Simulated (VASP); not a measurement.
Wanted: the native input for a VASP 6.6.1 run.

* Task: single point
* Functional: PBE
* Potentials or basis: VASP PAW PBE potentials, release 64 (Ga_d, N)
* Cutoff: 520 eV
* k mesh: 10 × 10 × 10
* Occupations: fermi-dirac, width 0.02 eV
* Spin: no spin polarisation
* Dipole correction: no
* Further INCAR settings: ALGO = Normal; EDIFF = 1e-07; NBANDS = 16

The structure of GaN lies in POSCAR:

```
GaN
1.0
   -0.0213324739      2.2501095926      2.2501095926
    2.2501095926     -0.0213324739      2.2501095926
    2.2501095926      2.2501095926     -0.0213324739
Ga N
1 1
Direct
   -0.0006497434     -0.0006497434     -0.0006497434
    0.2506497434      0.2506497434      0.2506497434
```

This cell differs from its parent crystal: epitaxial 111 strain +1.0%.

The input as run:

INCAR

```
ALGO = Normal ; EDIFF = 1E-7
ENCUT = 520 ; GGA = PE
ISIF = 2 ; ISMEAR = -1
LASPH = True ; LCHARG = False
LREAL = False ; LWAVE = False
NBANDS = 16 ; NELM = 60
PREC = Accurate ; SIGMA = 0.02
```

KPOINTS

```
k-points
0
Gamma
  10 10 10
```

Potentials or basis: VASP PAW PBE potentials, release 64 (Ga_d, N).

Run with:

```console
$ cat potpaw_PBE.64/Ga_d/POTCAR potpaw_PBE.64/N/POTCAR > POTCAR
$ mpirun -np 1 vasp_std > vasp.out
```

It gave:

* Pressure: 3.3 GPa
* Largest force: 0.013 eV/Å
* Band gap on the k mesh: 1.60 eV, direct

Caveat: the cell differs from its parent crystal (epitaxial 111 strain +1.0%).

It took 81 s on 1 thread of AMD EPYC 7R13, with other jobs on the host, peak memory 0.14 GiB.
